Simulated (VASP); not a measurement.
# MgF2 (P4_2/mnm) in VASP: single point with PBE0

Aim: the single point of MgF2 with PBE0.

All numbers are computed with VASP 6.6.1; they aren't measurements. Logs are shortened: lines on timing, memory, paths and dates and some standing lists are left out, and cuts for length are marked.

**1. The cell of the first run**

The structure is tetragonal, space group P4_2/mnm (No. 136). Conventional cell: a = 4.622 Å, b = 4.622 Å, c = 3.046 Å, α = 90.00°, β = 90.00°, γ = 90.00°. Within 2.6 Å of Mg (site symmetry mmm) lie 6 F at 1.98 to 1.99 Å. Within 2.6 Å of F (site symmetry m2m) lie 3 Mg at 1.98 to 1.99 Å and 1 F at 2.58 Å.

**2. Single point, PBE0**

POSCAR reads:

```
MgF2
1.0
    4.6220163432      0.0000000000      0.0000000000
    0.0000000000      4.6220163432      0.0000000000
    0.0000000000      0.0000000000      3.0461146010
Mg F
2 4
Direct
    0.5000000000      0.5000000000      0.5000000000
    0.0000000000      0.0000000000      0.0000000000
    0.6970491921      0.6970491921      0.0000000000
    0.8029508079      0.1970491921      0.5000000000
    0.3029508079      0.3029508079      0.0000000000
    0.1970491921      0.8029508079      0.5000000000
```

INCAR.step1 reads:

```
ALGO = Normal
EDIFF = 1E-5
ENCUT = 520
GGA = PE
GGA_COMPAT = False
ISIF = 2
ISMEAR = 0
KPAR = 4
LASPH = True
LCHARG = False
LREAL = False
LWAVE = True
NBANDS = 25
NELM = 120
PREC = Accurate
SIGMA = 0.01
```

INCAR.step2 reads:

```
AEXX = 0.25
ALGO = Normal
EDIFF = 1E-6
ENCUT = 520
GGA = PE
GGA_COMPAT = False
ISIF = 2
ISMEAR = 0
ISTART = 1
KPAR = 4
LASPH = True
LCHARG = False
LHFCALC = True
LREAL = False
LWAVE = False
NBANDS = 25
NELM = 120
PREC = Accurate
PRECFOCK = Normal
SIGMA = 0.01
```

KPOINTS reads:

```
k-points
0
Gamma
  4 4 6
```

Potentials or basis: VASP PAW PBE potentials, release 64 (Mg, F).

Started as:

```bash
$ cat potpaw_PBE.64/Mg/POTCAR potpaw_PBE.64/F/POTCAR > POTCAR
$ cp INCAR.step1 INCAR
$ mpirun -np 4 vasp_std > vasp.out
$ cp INCAR.step2 INCAR
$ mpirun -np 4 vasp_std > vasp.out
```

OUTCAR:

```text
AEXX = 0.25
   EDIFF = 1E-6
   ENCUT = 520
   GGA = PE
   ISIF = 2
   ISMEAR = 0
   ISTART = 1
   LASPH = True
   LHFCALC = True
   LREAL = False
   NELM = 120
   PREC = Accurate
   PRECFOCK = Normal

 ion  position               nearest neighbor table
   1  0.500  0.500  0.500-   4 1.98   6 1.98   5 1.99   3 1.99   3 1.99   5 1.99   2 3.61   2 3.61
                             2 3.61   2 3.61   2 3.61   2 3.61   2 3.61   2 3.61
   2  0.000  0.000  0.000-   3 1.98   5 1.98   4 1.99   6 1.99   4 1.99   6 1.99   1 3.61   1 3.61
                             1 3.61   1 3.61   1 3.61   1 3.61   1 3.61   1 3.61
   3  0.697  0.697  0.000-   2 1.98   1 1.99   1 1.99
   4  0.803  0.197  0.500-   1 1.98   2 1.99   2 1.99
   5  0.303  0.303  0.000-   2 1.98   1 1.99   1 1.99
   6  0.197  0.803  0.500-   1 1.98   2 1.99   2 1.99

  LATTYP: Found a simple tetragonal cell.
 ALAT       =     4.6220163432
 C/A-ratio  =     0.6590445327

  Lattice vectors:

 A1 = (   4.6220163432,   0.0000000000,   0.0000000000)
 A2 = (   0.0000000000,   4.6220163432,   0.0000000000)
 A3 = (   0.0000000000,   0.0000000000,   3.0461146010)

Analysis of symmetry for initial positions (statically):
=====================================================================
 Subroutine PRICEL returns:
 Original cell was already a primitive cell.

 Routine SETGRP: Setting up the symmetry group for a
 simple tetragonal supercell.

 Subroutine GETGRP returns: Found 16 space group operations
 (whereof  8 operations were pure point group operations)
 out of a pool of 16 trial point group operations.

The static configuration has the point symmetry D_2h.
 The point group associated with its full space group is D_4h.

Analysis of symmetry for dynamics (positions and initial velocities):
=====================================================================
 Subroutine PRICEL returns:
 Original cell was already a primitive cell.

 Routine SETGRP: Setting up the symmetry group for a
 simple tetragonal supercell.

 Subroutine GETGRP returns: Found 16 space group operations
 (whereof  8 operations were pure point group operations)
 out of a pool of 16 trial point group operations.

The dynamic configuration has the point symmetry D_2h.
 The point group associated with its full space group is D_4h.

 Subroutine INISYM returns: Found 16 space group operations
 (whereof  8 operations are pure point group operations),
 and found     1 'primitive' translations

----------------------------------------------------------------------------------------

                                     Primitive cell

  volume of cell :      65.0743

  direct lattice vectors                    reciprocal lattice vectors
     4.622016343  0.000000000  0.000000000     0.216355791  0.000000000  0.000000000
     0.000000000  4.622016343  0.000000000     0.000000000  0.216355791  0.000000000
     0.000000000  0.000000000  3.046114601     0.000000000  0.000000000  0.328287058

  length of vectors
     4.622016343  4.622016343  3.046114601     0.216355791  0.216355791  0.328287058

  position of ions in fractional coordinates (direct lattice)
     0.500000000  0.500000000  0.500000000
     0.000000000  0.000000000  0.000000000
     0.697049192  0.697049192  0.000000000
     0.802950808  0.197049192  0.500000000
     0.302950808  0.302950808  0.000000000
     0.197049192  0.802950808  0.500000000

  ion indices of the primitive-cell ions
   primitive index   ion index
                 1           1
                 2           2
                 3           3
                 4           4
                 5           5
                 6           6

----------------------------------------------------------------------------------------

 KPOINTS: k-points

Automatic generation of k-mesh.
 Grid dimensions read from file:
 generate k-points for:    4    4    6

 Generating k-lattice:

  Cartesian coordinates                     Fractional coordinates (reciprocal lattice)
     0.054088948  0.000000000  0.000000000     0.250000000  0.000000000  0.000000000
     0.000000000  0.054088948  0.000000000     0.000000000  0.250000000  0.000000000
     0.000000000  0.000000000  0.054714510     0.000000000  0.000000000  0.166666667

  Length of vectors
     0.054088948  0.054088948  0.054714510

  Shift w.r.t. Gamma in fractional coordinates (k-lattice)
     0.000000000  0.000000000  0.000000000

 Subroutine IBZKPT returns following result:
 ===========================================

 Found     24 irreducible k-points:

 Following reciprocal coordinates:
            Coordinates               Weight
  0.000000  0.000000  0.000000      1.000000
  0.250000  0.000000  0.000000      4.000000
  0.500000  0.000000  0.000000      2.000000
  0.250000  0.250000  0.000000      4.000000
  0.500000  0.250000  0.000000      4.000000
  0.500000  0.500000  0.000000      1.000000
[... 16 lines left out ...]
  0.500000  0.250000  0.500000      4.000000
  0.500000  0.500000  0.500000      1.000000
   k-points           NKPTS =     24   k-points in BZ     NKDIM =     96   number of bands    NBANDS=     25
   number of dos      NEDOS =    301   number of ions     NIONS =      6
   total plane-waves  NPLWV =  31104
   dimension x,y,z NGX =    36 NGY =   36 NGZ =   24
   dimension x,y,z NGXF=    72 NGYF=   72 NGZF=   48
   ions per type =               2   4
   NGX,Y,Z   is equivalent  to a cutoff of  12.95, 12.95, 13.10 a.u.
   NGXF,Y,Z  is equivalent  to a cutoff of  25.90, 25.90, 26.20 a.u.
 SYSTEM =  unknown system
   PREC   = accura    normal or accurate (medium, high low for compatibility)
   ISTART =      1    job   : 0-new  1-cont  2-samecut
   ICHARG =      0    charge: 1-file 2-atom 10-const
   ISPIN  =      1    spin polarized calculation?
   LNONCOLLINEAR =      F non collinear calculations
   LSORBIT =      F    spin-orbit coupling
   LASPH  =      T    aspherical Exc in radial PAW
   ENCUT  =  520.0 eV  38.22 Ry    6.18 a.u.   8.59  8.59  5.66*2*pi/ulx,y,z
   NELM   =    120;   NELMIN=  2; NELMDL=  0     # of ELM steps
   EDIFF  = 0.1E-05   stopping-criterion for ELM
   LREAL  =      F    real-space projection
   EDIFFG = 0.1E-04   stopping-criterion for IOM
   NSW    =      0    number of steps for IOM
   IBRION =     -1    ionic relax: 0-MD 1-quasi-New 2-CG
   NFREE  =      0    steps in history (QN), initial steepest desc. (CG)
   ISIF   =      2    stress and relaxation
   ISYM   =      3    0-nonsym 1-usesym 2-fastsym
   POTIM  = 0.5000    time-step for ionic-motion
   TEBEG  =    0.0;   TEEND  =   0.0 temperature during run
   PSTRESS=    0.0 pullay stress
   NELECT =      32.0000    total number of electrons
   NUPDOWN=      -1.0000    fix difference up-down
   EMIN   =  10.00;   EMAX   =-10.00  energy-range for DOS
   EFERMI =   0.00;   METHOD = LEGACY
   ISMEAR =     0;   SIGMA  =   0.01  broadening in eV -4-tet -1-fermi 0-gaus
   EFERMI_NEDOS =   21; number of points for ismear=-14 and -15
   IALGO  =     38    algorithm
   IMIX   =      1    mixing-type and parameters
     AMIX     =   0.40;   BMIX     =  1.00
     AMIX_MAG =   1.60;   BMIX_MAG =  1.00
  volume/ion in A,a.u.               =      10.85        73.19
  Fermi-wavevector in a.u.,A,eV,Ry     =   1.292176  2.441859 22.717913  1.669720
  Thomas-Fermi vector in A             =   2.423900
   LORBIT       =      0    0 simple, 1 ext, 2 COOP (PROOUT), +10 PAW based schemes
   GGA     = PE    functional components
   LHFCALC =     T    Hartree Fock is set to
   PRECFOCK=normal    Normal, Fast or Accurate (Low or Medium for compatibility)
   ENCUT4O =  -1.0   cutoff for four orbital integrals eV
   NKREDX  =     1    reduce k-point grid by
   NKREDY  =     1    reduce k-point grid by
   NKREDZ  =     1    reduce k-point grid by
   AEXX    =    0.2500 exact exchange contribution
   HFSCREEN=    0.0000 screening length (either q_TF or 0.3 A-1)
   HFSCREENC=   0.0000 screening length for correlation (either q_TF or 0.3 A-1)
   ENCUTFOCK=  -1.0 apply spherical cutoff to Coloumb kernel
   IVDW    =     0    specifies the selected vdW correction
   LEPSILON=     F    determine dielectric tensor
   LRPA    =     F    only Hartree local field effects (RPA)
 non-spin polarized calculation
 Gauss-broadening in eV      SIGMA  =   0.01
  energy-cutoff  :      520.00
  volume of cell :       65.07
 maximum number of plane-waves:      1772
 NGX is ok and might be reduce to    36
  NGX = 28; NGY = 28; NGZ = 18

 number of electron      32.0000031 magnetization

 Free energy of the ion-electron system (eV)
  ---------------------------------------------------
  ext. energy  EPLUGINS =         0.00000000
  ---------------------------------------------------
  free energy    TOTEN  =       -39.73904008 eV

  energy without entropy =      -39.73904008  energy(sigma->0) =      -39.73904008

 E-fermi :  -3.3151     XC(G=0):  -7.6128

 val. band max:       -3.3876447678   @ k =   0.0000   0.0000   0.0000
 cond. band min:       6.7929777067   @ k =   0.0000   0.0000   0.0000
 fundamental gap:     10.1806224745
 Fermi energy:        -3.3150910789

 k-point     1 :       0.0000    0.0000    0.0000
  band No.  band energies     occupation
      1     -25.7071      2.00000
      2     -24.8727      2.00000
      3     -24.8727      2.00000
      4     -24.7740      2.00000
      5      -7.5845      2.00000
      6      -6.0033      2.00000
[... 17 lines left out ...]
     24      18.6702      0.00000
     25      18.6702      0.00000

 k-point     2 :       0.2500    0.0000    0.0000
  band No.  band energies     occupation
      1     -25.6049      2.00000
      2     -25.0449      2.00000
      3     -24.8444      2.00000
      4     -24.7451      2.00000
      5      -7.3512      2.00000
      6      -6.1266      2.00000
[... 17 lines left out ...]
     24      18.1123      0.00000
     25      18.6646      0.00000
[... 586 lines left out ...]
     24      15.6334      0.00000
     25      17.3635      0.00000

 k-point    24 :       0.5000    0.5000    0.5000
  band No.  band energies     occupation
      1     -25.0284      2.00000
      2     -25.0284      2.00000
      3     -24.8345      2.00000
      4     -24.8345      2.00000
      5      -7.2589      2.00000
      6      -7.2589      2.00000
[... 17 lines left out ...]
     24      15.1934      0.00000
     25      17.9685      0.00000

------------------------ aborting loop because EDIFF is reached ----------------------------------------

  FORCE on cell =-STRESS in cart. coord.  units (eV):
  Direction    XX          YY          ZZ          XY          YZ          ZX
  --------------------------------------------------------------------------------------
  -------------------------------------------------------------------------------------
  Total        0.2520717      0.2520717      0.2320866     -0.0000000      0.0000000      0.0000000
  in kB        6.2061949      6.2061949      5.7141477     -0.0000000      0.0000000      0.0000000
  external PRESSURE =       6.0421792 kB  Pullay stress =       0.0000000 kB

 VOLUME and BASIS-vectors are now :
 -----------------------------------------------------------------------------
  energy-cutoff  :      520.00
  volume of cell :       65.07
      direct lattice vectors                 reciprocal lattice vectors
     4.622016343  0.000000000  0.000000000     0.216355791  0.000000000  0.000000000
     0.000000000  4.622016343  0.000000000     0.000000000  0.216355791  0.000000000
     0.000000000  0.000000000  3.046114601     0.000000000  0.000000000  0.328287058

 POSITION                                       TOTAL-FORCE (eV/Angst)
 -----------------------------------------------------------------------------------
      2.31101      2.31101      1.52306         0.000000      0.000000      0.000000
      0.00000      0.00000      0.00000         0.000000      0.000000      0.000000
      3.22177      3.22177      0.00000        -0.011876     -0.011876      0.000000
      3.71125      0.91076      1.52306         0.011876     -0.011876      0.000000
      1.40024      1.40024      0.00000         0.011876      0.011876     -0.000000
      0.91076      3.71125      1.52306        -0.011876      0.011876      0.000000
 -----------------------------------------------------------------------------------
    total drift:                                0.000000      0.000000      0.000000

  FREE ENERGIE OF THE ION-ELECTRON SYSTEM (eV)
  ---------------------------------------------------
  free  energy   TOTEN  =       -39.7390400837 eV

  energy  without entropy=      -39.7390400837  energy(sigma->0) =      -39.73904008
```

Run time: 28 min. Hardware: 4 MPI ranks of Intel Xeon Platinum 8488C (Sapphire Rapids), shared host; peak memory 0.21 GiB.

Results:

```
Free energy            : -39.7390 eV
Pressure               : 0.6 GPa
Largest force          : 0.017 eV/Å
Band gap on the k mesh : 10.18 eV
```

Forces in eV/Å, atoms in the order of the input:
```
Mg   0.000  0.000  0.000
Mg   0.000  0.000  0.000
F   -0.012 -0.012  0.000
F    0.012 -0.012  0.000
F    0.012  0.012  0.000
F   -0.012  0.012  0.000
```

Caveat: the PAW data sets were made with another functional, which shifts forces and pressure a little.
